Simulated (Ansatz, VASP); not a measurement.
## BeCd3S2: VASP beside Ansatz

File INCAR:

```
SYSTEM = BeCd3S2
PREC = Accurate
ENCUT = 600
EDIFF = 1E-7
ISMEAR = 0
SIGMA = 0.1
LREAL = .False.
LASPH = .True.
NELM = 80
ALGO = Normal
ISIF = 3
LWAVE = .False.
LCHARG = .False.
GGA = PE
IBRION = 2
NSW = 100
EDIFFG = -0.01
```

Contents of KPOINTS:

```
Automatic mesh
0
Gamma
  6 6 10
  0 0 0
```

Contents of POSCAR:

```
BeCd3S2
1.0
    6.8280585377      0.0000000000      0.0000000000
   -3.4140292688      5.9132721522      0.0000000000
    0.0000000000      0.0000000000      3.7579385872
Be Cd S
1 3 2
Direct
    0.0000000000      0.0000000000      0.5000000000
    0.0000000000      0.5000000000      0.0000000000
    0.5000000000      0.5000000000      0.0000000000
    0.5000000000      0.0000000000      0.0000000000
    0.6666666667      0.3333333333      0.5000000000
    0.3333333333      0.6666666667      0.5000000000
```

Input for Ansatz:

```yaml
crystal:
  lattice:
    - [6.8280585377, 0.0, 0.0]
    - [-3.4140292688, 5.9132721522, 0.0]
    - [0.0, 0.0, 3.7579385872]
  atoms:
    - { symbol: Be, position: [0.0, 0.0, 0.5] }
    - { symbol: Cd, position: [0.0, 0.5, 0.0] }
    - { symbol: Cd, position: [0.5, 0.5, 0.0] }
    - { symbol: Cd, position: [0.5, 0.0, 0.0] }
    - { symbol: S, position: [0.6666666667, 0.3333333333, 0.5] }
    - { symbol: S, position: [0.3333333333, 0.6666666667, 0.5] }
basis:
  ecutwfc: 420
kpoints:
  mp_grid: { grid: [6, 6, 10] }
hamiltonian:
  xc: pbe
scf:
  occupations: { method: gaussian, width: 0.1 }
output:
  forces: true
  stress: true
  eigenvalues: true
  write_density: true
  write_potential: true
  elf: true
  volumetric_format: npy
relax:
  adjacent_minimum: "off"
  f_tol: 0.01
  max_steps: 80
  cell: { stress_tol: 0.05 }
```

Change from the starting cell: species swapped into the NdB2Ir3 type (P6/mmm, No. 191).

Alike in both runs: task relaxation of cell and atoms; functional PBE; k mesh 6 × 6 × 10; occupations gaussian, width 0.1 eV; no spin polarisation.

|  | VASP | Ansatz |
| --- | --- | --- |
| version | VASP 6.6.1 | Ansatz 0.2.0 |
| potentials or method | VASP PAW PBE potentials, release 64 (Be, Cd, S), cutoff 600 eV | scalar-relativistic, plane waves, PAW |
| valence electrons in the cell | 50 | 74 |

```tsv
	VASP	Ansatz	Ansatz less VASP
gap on the k mesh at the Fermi level, each at its own relaxed structure (eV)	none	none	-
relaxed volume (Å³/atom)	25.36	25.22	-0.135
relaxed cell length with the largest relative difference (Å)	3.764	3.756	-0.0078
```

A gap of «none» marks a metal or a gap that the smearing closes. VASP's potentials hold 50 valence electrons a cell and Ansatz's 74, so a difference there can come from the potentials and not from the codes.
